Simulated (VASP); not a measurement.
# BaHg (Pm-3m) in VASP: elastic constants with LDA

Aim: the elastic constants of BaHg with LDA.

All numbers are computed with VASP 6.6.1; they aren't measurements. Logs are shortened: lines on timing, memory, paths and dates and some standing lists are left out, and cuts for length are marked.

**1. The cell of the first run**

The structure is cubic, space group Pm-3m (No. 221). The conventional cell has a = 3.646 Å, b = 3.646 Å, c = 3.646 Å, α = 90.00°, β = 90.00°, γ = 90.00°. Within 4.2 Å of Ba (site symmetry m-3m) lie 8 Hg at 3.16 Å and 6 Ba at 3.65 Å. Hg (site symmetry m-3m) has 8 Ba at 3.16 Å and 6 Hg at 3.65 Å within 4.2 Å.

**2. Elastic constants, LDA**

Input file INCAR:

```
ALGO = Normal ; EDIFF = 1E-8
ENCUT = 600 ; GGA = CA
IBRION = 6 ; ISIF = 3
ISMEAR = -1 ; LASPH = T
LCHARG = F ; LREAL = F
LWAVE = F ; NBANDS = 18
NELM = 60 ; NFREE = 2
NSW = 1 ; POTIM = 0.015
PREC = Accurate ; SIGMA = 0.05
```

Input file KPOINTS:

```
k-points
0
Gamma
  10 10 10
```

Input file POSCAR:

```
BaHg
1.0
    3.6458906512      0.0000000000      0.0000000000
    0.0000000000      3.6458906512      0.0000000000
    0.0000000000      0.0000000000      3.6458906512
Ba Hg
1 1
Direct
    0.0000000000      0.0000000000      0.0000000000
    0.5000000000      0.5000000000      0.5000000000
```

Potentials or basis: VASP PAW LDA potentials, release 64 (Ba_sv, Hg).

Command:

```console
$ cat potpaw_LDA.64/Ba_sv/POTCAR potpaw_LDA.64/Hg/POTCAR > POTCAR
$ mpirun -np 1 vasp_std > vasp.out
```

OUTCAR:

```text
EDIFF = 1E-8
   ENCUT = 600
   GGA = CA
   IBRION = 6
   ISIF = 3
   ISMEAR = -1
   LASPH = T
   LREAL = F
   NELM = 60
   NFREE = 2
   NSW = 1
   POTIM = 0.015
   PREC = Accurate

 ion  position               nearest neighbor table
   1  0.000  0.000  0.000-   2 3.16   2 3.16   2 3.16   2 3.16   2 3.16   2 3.16   2 3.16   2 3.16

   2  0.500  0.500  0.500-   1 3.16   1 3.16   1 3.16   1 3.16   1 3.16   1 3.16   1 3.16   1 3.16

  LATTYP: Found a simple cubic cell.
 ALAT       =     3.6458906512

  Lattice vectors:

 A1 = (   3.6458906512,   0.0000000000,   0.0000000000)
 A2 = (   0.0000000000,   3.6458906512,   0.0000000000)
 A3 = (   0.0000000000,   0.0000000000,   3.6458906512)

Analysis of symmetry for initial positions (statically):
=====================================================================
 Subroutine PRICEL returns:
 Original cell was already a primitive cell.

 Routine SETGRP: Setting up the symmetry group for a
 simple cubic supercell.

 Subroutine GETGRP returns: Found 48 space group operations
 (whereof 48 operations were pure point group operations)
 out of a pool of 48 trial point group operations.

The static configuration has the point symmetry O_h .

Analysis of symmetry for dynamics (positions and initial velocities):
=====================================================================
 Subroutine PRICEL returns:
 Original cell was already a primitive cell.

 Routine SETGRP: Setting up the symmetry group for a
 simple cubic supercell.

 Subroutine GETGRP returns: Found 48 space group operations
 (whereof 48 operations were pure point group operations)
 out of a pool of 48 trial point group operations.

The dynamic configuration has the point symmetry O_h .

 Subroutine INISYM returns: Found 48 space group operations
 (whereof 48 operations are pure point group operations),
 and found     1 'primitive' translations

----------------------------------------------------------------------------------------

                                     Primitive cell

  volume of cell :      48.4631

  direct lattice vectors                    reciprocal lattice vectors
     3.645890651  0.000000000  0.000000000     0.274281402  0.000000000  0.000000000
     0.000000000  3.645890651  0.000000000     0.000000000  0.274281402  0.000000000
     0.000000000  0.000000000  3.645890651     0.000000000  0.000000000  0.274281402

  length of vectors
     3.645890651  3.645890651  3.645890651     0.274281402  0.274281402  0.274281402

  position of ions in fractional coordinates (direct lattice)
     0.000000000  0.000000000  0.000000000
     0.500000000  0.500000000  0.500000000

  ion indices of the primitive-cell ions
   primitive index   ion index
                 1           1
                 2           2

----------------------------------------------------------------------------------------

 KPOINTS: k-points

Automatic generation of k-mesh.
 Grid dimensions read from file:
 generate k-points for:   10   10   10

 Generating k-lattice:

[... 92 lines left out ...]
 finite differences with symmetry
 non-spin polarized calculation
  energy-cutoff  :      600.00
  volume of cell :       48.46
 maximum number of plane-waves:      1647
 NGX is ok and might be reduce to    30
   NGX = 15   NGY = 15   NGZ = 15

--------------------------------------- Ionic step        1  -------------------------------------------

 number of electron      22.0000001 magnetization

 Free energy of the ion-electron system (eV)
  ---------------------------------------------------
  ext. energy  EPLUGINS =         0.00000000
  ---------------------------------------------------
  free energy    TOTEN  =        -3.48128451 eV

  energy without entropy =       -3.47090219  energy(sigma->0) =       -3.47609335

------------------------ aborting loop because EDIFF is reached ----------------------------------------

  FORCE on cell =-STRESS in cart. coord.  units (eV):
  Direction    XX          YY          ZZ          XY          YZ          ZX
  --------------------------------------------------------------------------------------
  -------------------------------------------------------------------------------------
  Total        6.7427702      6.7427702      6.7427702      0.0000000      0.0000000     -0.0000000
  in kB      222.9143490    222.9143490    222.9143490      0.0000000      0.0000000     -0.0000000
  external PRESSURE =     222.9143490 kB  Pullay stress =       0.0000000 kB
[... 89 lines left out ...]
  FREE ENERGIE OF THE ION-ELECTRON SYSTEM (eV)
  ---------------------------------------------------
  free  energy   TOTEN  =        -3.3755994330 eV

  energy  without entropy=       -3.3649332331  energy(sigma->0) =       -3.37026633

[... ionic steps 4 to 14 ...]

--------------------------------------- Ionic step       15  -------------------------------------------

 number of electron      22.0000001 magnetization

------------------------ aborting loop because EDIFF is reached ----------------------------------------
[... 67 lines left out ...]
--------------------------------------- Ionic step       17  -------------------------------------------

 number of electron      22.0000000 magnetization

 Free energy of the ion-electron system (eV)
  ---------------------------------------------------
  ext. energy  EPLUGINS =         0.00000000
  ---------------------------------------------------
  free energy    TOTEN  =        -3.48059945 eV

  energy without entropy =       -3.47021876  energy(sigma->0) =       -3.47540911

 E-fermi :   4.9188     XC(G=0): -11.2338

 val. band max:        4.8525720722   @ k =   0.2000   0.4000   0.4000
 cond. band min:       4.9211935011   @ k =   0.2000   0.5000   0.2000
 fundamental gap:      0.0686214289
 Fermi energy:         4.9187737569

 k-point     1 :       0.0000    0.0000    0.0000
  band No.  band energies     occupation
      1     -23.1227      2.00000
      2      -7.8338      2.00000
      3      -7.8338      2.00000
      4      -7.8338      2.00000
      5      -3.5012      2.00000
      6      -3.5007      2.00000
[... 481 lines left out ...]
      5      -3.2961      2.00000
      6      -2.9321      2.00000
[... 10 lines left out ...]
     17      14.0652      0.00000
     18      14.5725      0.00000

 [... further k-points ...]
[... 5 lines left out ...]
  --------------------------------------------------------------------------------------
  -------------------------------------------------------------------------------------
  Total        6.7433335      6.7458785      6.7458785      0.0000000      0.0000000      0.0000000
  in kB      222.9329722    223.0171071    223.0171071      0.0000000      0.0000000      0.0000000
  external PRESSURE =     222.9890621 kB  Pullay stress =       0.0000000 kB
[... 17 lines left out ...]
  FREE ENERGIE OF THE ION-ELECTRON SYSTEM (eV)
  ---------------------------------------------------
  free  energy   TOTEN  =        -3.4805994530 eV

  energy  without entropy=       -3.4702187597  energy(sigma->0) =       -3.47540911

 INTERNAL STRAIN TENSORS FROM STRAINED CELLS
 ============================================

 INTERNAL STRAIN TENSOR FOR ION    1 for displacements in x,y,z  (eV/Angst):
          X           Y           Z          XY          YZ          ZX
  --------------------------------------------------------------------------------
  x     0.00000     0.00000     0.00000     0.00000     0.00000     0.00000
  y     0.00000     0.00000     0.00000     0.00000     0.00000     0.00000
  z     0.00000     0.00000     0.00000     0.00000    -0.00000     0.00000

 INTERNAL STRAIN TENSORS FROM DISPLACED ATOMS
 ============================================

 INTERNAL STRAIN TENSOR FOR ION    1 for displacements in x,y,z  (eV/Angst):
          X           Y           Z          XY          YZ          ZX
  --------------------------------------------------------------------------------
  x     0.00000     0.00000     0.00000     0.00000     0.00000     0.00000
  y     0.00000     0.00000     0.00000     0.00000     0.00000     0.00000
  z     0.00000     0.00000     0.00000     0.00000     0.00000     0.00000

 INTERNAL STRAIN TENSOR FOR ION    2 for displacements in x,y,z  (eV/Angst):
          X           Y           Z          XY          YZ          ZX
  --------------------------------------------------------------------------------
  x     0.00000     0.00000     0.00000     0.00000     0.00000     0.00000
  y     0.00000     0.00000     0.00000     0.00000     0.00000     0.00000
  z     0.00000     0.00000     0.00000     0.00000     0.00000     0.00000

 Eigenvectors and eigenvalues of the dynamical matrix
 ----------------------------------------------------

   1 f  =    4.271402 THz    26.838011 2PiTHz  142.478637 cm-1    17.665092 meV
             X         Y         Z           dx          dy          dz
      0.000000  0.000000  0.000000     0.770489   -0.000000   -0.000000
      1.822945  1.822945  1.822945    -0.637454   -0.000000    0.000000
[... 21 lines left out ...]
   6 f/i=    0.000198 THz     0.001242 2PiTHz    0.006593 cm-1     0.000817 meV
             X         Y         Z           dx          dy          dz
      0.000000  0.000000  0.000000    -0.000000   -0.000000   -0.637454
      1.822945  1.822945  1.822945    -0.000000    0.000000   -0.770489

--------------------------------------------------------------------------------------------------------

 ELASTIC MODULI CONTR FROM IONIC RELAXATION (kBar)
 Direction    XX          YY          ZZ          XY          YZ          ZX
 --------------------------------------------------------------------------------
 XX           0.0000      0.0000      0.0000      0.0000      0.0000      0.0000
 YY           0.0000      0.0000      0.0000      0.0000      0.0000      0.0000
 ZZ           0.0000      0.0000      0.0000      0.0000      0.0000      0.0000
 XY           0.0000      0.0000      0.0000      0.0000      0.0000      0.0000
 YZ           0.0000      0.0000      0.0000      0.0000      0.0000      0.0000
 ZX           0.0000      0.0000      0.0000      0.0000      0.0000      0.0000
 --------------------------------------------------------------------------------

 TOTAL ELASTIC MODULI (kBar)
 Direction    XX          YY          ZZ          XY          YZ          ZX
 --------------------------------------------------------------------------------
 XX        1106.9027   1003.8855   1003.8855     -0.0000      0.0000     -0.0000
 YY        1003.8855   1106.9027   1003.8855      0.0000     -0.0000     -0.0000
 ZZ        1003.8855   1003.8855   1106.9027      0.0000      0.0000      0.0000
 XY          -0.0000      0.0000      0.0000    570.7637      0.0000      0.0000
 YZ           0.0000     -0.0000      0.0000      0.0000    570.7637      0.0000
 ZX          -0.0000     -0.0000      0.0000      0.0000      0.0000    570.7637
 --------------------------------------------------------------------------------
```

Wall time 12 min (1 thread of Intel Xeon 6975P-C (Granite Rapids), shared host); peak memory 0.63 GiB.

What came out:

- Elastic constants C11, C12, C44: 111, 100, 57 GPa
- Voigt bulk modulus: 104 GPa
- Highest phonon frequency at Γ: 142 cm⁻¹

Phonon frequencies in cm⁻¹ (negative: imaginary):
```tsv
q point	frequencies
(0.000, 0.000, 0.000)	0 0 0 142 142 142
```

Elastic tensor in Voigt notation (GPa, in the Cartesian axes of the cell as first typed):
```
111 100 100   0   0   0
100 111 100   0   0   0
100 100 111   0   0   0
  0   0   0  57   0   0
  0   0   0   0  57   0
  0   0   0   0   0  57
```

Clamped-ion elastic tensor (GPa):
```
111 100 100   0   0   0
100 111 100   0   0   0
100 100 111   0   0   0
  0   0   0  57   0   0
  0   0   0   0  57   0
  0   0   0   0   0  57
```

Caveat: the cell is under stress, which shifts elastic constants; spin-orbit coupling is left out, which moves the levels of the heavy elements.
